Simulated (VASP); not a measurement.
# MgO (P6_3/mmc) in VASP: single point with PBEsol

Aim: the single point of MgO with PBEsol.

Everything below comes from runs of VASP 6.6.1. Logs are shortened: lines on timing, memory, paths and dates and some standing lists are left out, and cuts for length are marked.

## Step 1: The cell of the first run

Symmetry: P6_3/mmc, No. 194, hexagonal system. Conventional cell: a = 3.486 Å, b = 3.486 Å, c = 4.178 Å, α = 90.00°, β = 90.00°, γ = 120.00°. Mg (site symmetry -6m2) has 5 O at 2.01 to 2.09 Å within 2.7 Å. O (site symmetry -6m2) has 5 Mg at 2.01 to 2.09 Å within 2.7 Å.

## Step 2: Single point, PBEsol

Input file INCAR:

```
ALGO     = Normal         # electronic algorithm
EDIFF    = 1E-6           # SCF threshold, eV
ENCUT    = 600            # plane-wave cutoff, eV
GGA      = PS             # functional
GGA_COMPAT= False        
ISIF     = 2              # what is computed and relaxed
ISMEAR   = 0              # smearing method
LASPH    = True           # aspherical terms in the spheres
LCHARG   = False          # write CHGCAR
LREAL    = False          # projectors in reciprocal space
LWAVE    = False          # write WAVECAR
NBANDS   = 16             # bands
NELM     = 120            # most SCF steps
PREC     = Accurate       # precision mode
SIGMA    = 0.01           # smearing width, eV
```

Input file KPOINTS:

```
k-points
0
Gamma
  6 6 4
```

Input file POSCAR:

```
MgO
1.0
    3.4863780000      0.0000000000      0.0000000000
   -1.7431890000      3.0192920000      0.0000000000
    0.0000000000      0.0000000000      4.1780410000
Mg O
2 2
Direct
    0.6666666667      0.3333333333      0.7500000000
    0.3333333333      0.6666666667      0.2500000000
    0.6666666667      0.3333333333      0.2500000000
    0.3333333333      0.6666666667      0.7500000000
```

Potentials or basis: VASP PAW PBE potentials, release 64 (Mg, O).

On the command line:

```bash
$ cat potpaw_PBE.64/Mg/POTCAR potpaw_PBE.64/O/POTCAR > POTCAR
$ mpirun -np 1 vasp_std > vasp.out
```

OUTCAR:

```text
EDIFF = 1E-6
   ENCUT = 600
   GGA = PS
   ISIF = 2
   ISMEAR = 0
   LASPH = True
   LREAL = False
   NELM = 120
   PREC = Accurate

 ion  position               nearest neighbor table
   1  0.667  0.333  0.750-   4 2.01   4 2.01   4 2.01   3 2.09   3 2.09   2 2.90   2 2.90   2 2.90
                             2 2.90   2 2.90   2 2.90
   2  0.333  0.667  0.250-   3 2.01   3 2.01   3 2.01   4 2.09   4 2.09   1 2.90   1 2.90   1 2.90
                             1 2.90   1 2.90   1 2.90
   3  0.667  0.333  0.250-   2 2.01   2 2.01   2 2.01   1 2.09   1 2.09
   4  0.333  0.667  0.750-   1 2.01   1 2.01   1 2.01   2 2.09   2 2.09

  LATTYP: Found a hexagonal cell.
 ALAT       =     3.4863780000
 C/A-ratio  =     1.1983901344

  Lattice vectors:

 A1 = (   3.4863780000,   0.0000000000,   0.0000000000)
 A2 = (  -1.7431890000,   3.0192920000,   0.0000000000)
 A3 = (   0.0000000000,   0.0000000000,   4.1780410000)

Analysis of symmetry for initial positions (statically):
=====================================================================
 Subroutine PRICEL returns:
 Original cell was already a primitive cell.

 Routine SETGRP: Setting up the symmetry group for a
 hexagonal supercell.

 Subroutine GETGRP returns: Found 24 space group operations
 (whereof 12 operations were pure point group operations)
 out of a pool of 24 trial point group operations.

The static configuration has the point symmetry D_3d.
 The point group associated with its full space group is D_6h.

Analysis of symmetry for dynamics (positions and initial velocities):
=====================================================================
 Subroutine PRICEL returns:
 Original cell was already a primitive cell.

 Routine SETGRP: Setting up the symmetry group for a
 hexagonal supercell.

 Subroutine GETGRP returns: Found 24 space group operations
 (whereof 12 operations were pure point group operations)
 out of a pool of 24 trial point group operations.

The dynamic configuration has the point symmetry D_3d.
 The point group associated with its full space group is D_6h.

 Subroutine INISYM returns: Found 24 space group operations
 (whereof 12 operations are pure point group operations),
 and found     1 'primitive' translations

----------------------------------------------------------------------------------------

                                     Primitive cell

  volume of cell :      43.9797

  direct lattice vectors                    reciprocal lattice vectors
     3.486378000  0.000000000  0.000000000     0.286830631  0.165601737  0.000000000
    -1.743189000  3.019292000  0.000000000     0.000000000  0.331203474  0.000000000
     0.000000000  0.000000000  4.178041000     0.000000000  0.000000000  0.239346622

  length of vectors
     3.486378000  3.486378073  4.178041000     0.331203481  0.331203474  0.239346622

  position of ions in fractional coordinates (direct lattice)
     0.666666667  0.333333333  0.750000000
     0.333333333  0.666666667  0.250000000
     0.666666667  0.333333333  0.250000000
     0.333333333  0.666666667  0.750000000

  ion indices of the primitive-cell ions
   primitive index   ion index
                 1           1
                 2           2
                 3           3
                 4           4

----------------------------------------------------------------------------------------

 KPOINTS: k-points

Automatic generation of k-mesh.
 Grid dimensions read from file:
 generate k-points for:    6    6    4

 Generating k-lattice:

  Cartesian coordinates                     Fractional coordinates (reciprocal lattice)
     0.047805105  0.027600290  0.000000000     0.166666667 -0.000000000  0.000000000
     0.000000000  0.055200579  0.000000000     0.000000000  0.166666667  0.000000000
     0.000000000  0.000000000  0.059836656     0.000000000  0.000000000  0.250000000

  Length of vectors
     0.055200580  0.055200579  0.059836656

  Shift w.r.t. Gamma in fractional coordinates (k-lattice)
     0.000000000  0.000000000  0.000000000

 Subroutine IBZKPT returns following result:
 ===========================================

 Found     21 irreducible k-points:

 Following reciprocal coordinates:
            Coordinates               Weight
  0.000000  0.000000  0.000000      1.000000
  0.166667  0.000000  0.000000      6.000000
  0.333333  0.000000  0.000000      6.000000
  0.500000  0.000000  0.000000      3.000000
  0.166667  0.166667  0.000000      6.000000
  0.333333  0.166667  0.000000     12.000000
[... 13 lines left out ...]
  0.333333  0.166667  0.500000     12.000000
  0.333333  0.333333  0.500000      2.000000
   k-points           NKPTS =     21   k-points in BZ     NKDIM =     21   number of bands    NBANDS=     16
   number of dos      NEDOS =    301   number of ions     NIONS =      4
   total plane-waves  NPLWV =  28224
   dimension x,y,z NGX =    28 NGY =   28 NGZ =   36
   dimension x,y,z NGXF=    56 NGYF=   56 NGZF=   72
   ions per type =               2   2
   NGX,Y,Z   is equivalent  to a cutoff of  13.35, 13.35, 14.32 a.u.
   NGXF,Y,Z  is equivalent  to a cutoff of  26.70, 26.70, 28.65 a.u.
 SYSTEM =  unknown system
   PREC   = accura    normal or accurate (medium, high low for compatibility)
   ISTART =      0    job   : 0-new  1-cont  2-samecut
   ICHARG =      2    charge: 1-file 2-atom 10-const
   ISPIN  =      1    spin polarized calculation?
   LNONCOLLINEAR =      F non collinear calculations
   LSORBIT =      F    spin-orbit coupling
   LASPH  =      T    aspherical Exc in radial PAW
   ENCUT  =  600.0 eV  44.10 Ry    6.64 a.u.   6.96  6.96  8.34*2*pi/ulx,y,z
   NELM   =    120;   NELMIN=  2; NELMDL= -5     # of ELM steps
   EDIFF  = 0.1E-05   stopping-criterion for ELM
   LREAL  =      F    real-space projection
   EDIFFG = 0.1E-04   stopping-criterion for IOM
   NSW    =      0    number of steps for IOM
   IBRION =     -1    ionic relax: 0-MD 1-quasi-New 2-CG
   NFREE  =      0    steps in history (QN), initial steepest desc. (CG)
   ISIF   =      2    stress and relaxation
   ISYM   =      2    0-nonsym 1-usesym 2-fastsym
   POTIM  = 0.5000    time-step for ionic-motion
   TEBEG  =    0.0;   TEEND  =   0.0 temperature during run
   PSTRESS=    0.0 pullay stress
   NELECT =      16.0000    total number of electrons
   NUPDOWN=      -1.0000    fix difference up-down
   EMIN   =  10.00;   EMAX   =-10.00  energy-range for DOS
   EFERMI =   0.00;   METHOD = LEGACY
   ISMEAR =     0;   SIGMA  =   0.01  broadening in eV -4-tet -1-fermi 0-gaus
   EFERMI_NEDOS =   21; number of points for ismear=-14 and -15
   IALGO  =     38    algorithm
   IMIX   =      4    mixing-type and parameters
     AMIX     =   0.40;   BMIX     =  1.00
     AMIX_MAG =   1.60;   BMIX_MAG =  1.00
  volume/ion in A,a.u.               =      10.99        74.20
  Fermi-wavevector in a.u.,A,eV,Ry     =   1.168685  2.208494 18.583166  1.365824
  Thomas-Fermi vector in A             =   2.305168
   LORBIT       =      0    0 simple, 1 ext, 2 COOP (PROOUT), +10 PAW based schemes
   GGA     = PS    functional components
   LHFCALC =     F    Hartree Fock is set to
   AEXX    =    0.0000 exact exchange contribution
   IVDW    =     0    specifies the selected vdW correction
   LEPSILON=     F    determine dielectric tensor
   LRPA    =     F    only Hartree local field effects (RPA)
 non-spin polarized calculation
 Gauss-broadening in eV      SIGMA  =   0.01
  energy-cutoff  :      600.00
  volume of cell :       43.98
 maximum number of plane-waves:      1485
 NGX is ok and might be reduce to    28
   NGX = 13   NGY = 13   NGZ = 17

 number of electron      15.9999998 magnetization

 Free energy of the ion-electron system (eV)
  ---------------------------------------------------
  ext. energy  EPLUGINS =         0.00000000
  ---------------------------------------------------
  free energy    TOTEN  =       -24.76386327 eV

  energy without entropy =      -24.76386327  energy(sigma->0) =      -24.76386327

 E-fermi :   1.9217     XC(G=0): -10.3129

 val. band max:        1.8813551168   @ k =   0.0000   0.0000   0.0000
 cond. band min:       5.1961071254   @ k =   0.0000   0.0000   0.0000
 fundamental gap:      3.3147520086
 Fermi energy:         1.9216553829

 k-point     1 :       0.0000    0.0000    0.0000
  band No.  band energies     occupation
      1     -14.9895      2.00000
      2     -13.5582      2.00000
      3      -1.8128      2.00000
      4       0.1254      2.00000
      5       0.1254      2.00000
      6       1.0688      2.00000
[... 8 lines left out ...]
     15      17.3443      0.00000
     16      17.4468      0.00000

 k-point     2 :       0.1667    0.0000    0.0000
  band No.  band energies     occupation
      1     -14.8532      2.00000
      2     -13.5839      2.00000
      3      -1.5962      2.00000
      4      -0.3283      2.00000
      5      -0.0700      2.00000
      6       0.5251      2.00000
[... 8 lines left out ...]
     15      16.4137      0.00000
     16      16.5638      0.00000

 k-point     3 :       0.3333    0.0000    0.0000
  band No.  band energies     occupation
      1     -14.5212      2.00000
      2     -13.6902      2.00000
      3      -1.3020      2.00000
      4      -1.0198      2.00000
      5      -0.3670      2.00000
      6       0.0535      2.00000
[... 8 lines left out ...]
     15      15.8762      0.00000
     16      16.4375      0.00000

 k-point     4 :       0.5000    0.0000    0.0000
  band No.  band energies     occupation
      1     -14.2748      2.00000
      2     -13.8213      2.00000
      3      -1.7361      2.00000
      4      -0.5219      2.00000
      5      -0.4909      2.00000
      6      -0.1014      2.00000
[... 8 lines left out ...]
     15      16.4455      0.00000
     16      16.5546      0.00000
[... 267 lines left out ...]
 k-point    19 :       0.1667    0.1667    0.5000
  band No.  band energies     occupation
      1     -14.0973      2.00000
      2     -14.0973      2.00000
      3      -1.5493      2.00000
      4      -1.5493      2.00000
      5       0.2184      2.00000
      6       0.2184      2.00000
[... 8 lines left out ...]
     15      17.3801      0.00000
     16      17.3801      0.00000

 k-point    20 :       0.3333    0.1667    0.5000
  band No.  band energies     occupation
      1     -13.9844      2.00000
      2     -13.9844      2.00000
      3      -1.8779      2.00000
      4      -1.8779      2.00000
      5      -0.1536      2.00000
      6      -0.1536      2.00000
[... 8 lines left out ...]
     15      17.8370      0.00000
     16      17.8370      0.00000

 k-point    21 :       0.3333    0.3333    0.5000
  band No.  band energies     occupation
      1     -13.9469      2.00000
      2     -13.9469      2.00000
      3      -1.7606      2.00000
      4      -1.7606      2.00000
      5      -0.6435      2.00000
      6      -0.6435      2.00000
[... 8 lines left out ...]
     15      19.2725      0.00000
     16      19.2725      0.00000

------------------------ aborting loop because EDIFF is reached ----------------------------------------

  FORCE on cell =-STRESS in cart. coord.  units (eV):
  Direction    XX          YY          ZZ          XY          YZ          ZX
  --------------------------------------------------------------------------------------
  -------------------------------------------------------------------------------------
  Total        0.1327460      0.1327460      0.2122449      0.0000000      0.0000000      0.0000000
  in kB        4.8359265      4.8359268      7.7320662      0.0000000      0.0000000      0.0000000
  external PRESSURE =       5.8013065 kB  Pullay stress =       0.0000000 kB

 VOLUME and BASIS-vectors are now :
 -----------------------------------------------------------------------------
  energy-cutoff  :      600.00
  volume of cell :       43.98
      direct lattice vectors                 reciprocal lattice vectors
     3.486378000  0.000000000  0.000000000     0.286830631  0.165601737  0.000000000
    -1.743189000  3.019292000  0.000000000     0.000000000  0.331203474  0.000000000
     0.000000000  0.000000000  4.178041000     0.000000000  0.000000000  0.239346622

 POSITION                                       TOTAL-FORCE (eV/Angst)
 -----------------------------------------------------------------------------------
      1.74319      1.00643      3.13353        -0.000000      0.000000      0.000000
     -0.00000      2.01286      1.04451        -0.000000     -0.000000      0.000000
      1.74319      1.00643      1.04451        -0.000000     -0.000000      0.000000
     -0.00000      2.01286      3.13353         0.000000      0.000000      0.000000
 -----------------------------------------------------------------------------------
    total drift:                                0.000000     -0.000000      0.000000

  FREE ENERGIE OF THE ION-ELECTRON SYSTEM (eV)
  ---------------------------------------------------
  free  energy   TOTEN  =       -24.7638632723 eV

  energy  without entropy=      -24.7638632723  energy(sigma->0) =      -24.76386327
```

Wall time 18 s (1 thread of Intel Xeon 6975P-C, shared host); peak memory 0.17 GiB.

What came out:

```yaml
Free_energy: -24.7639 eV
Pressure: 0.6 GPa
Band_gap_on_the_k_mesh: 3.31 eV, direct
```

Caveat: the PAW data sets were made with another functional, which shifts forces and pressure a little. PBEsol gaps usually lie below the measured ones, often by a third to a half.
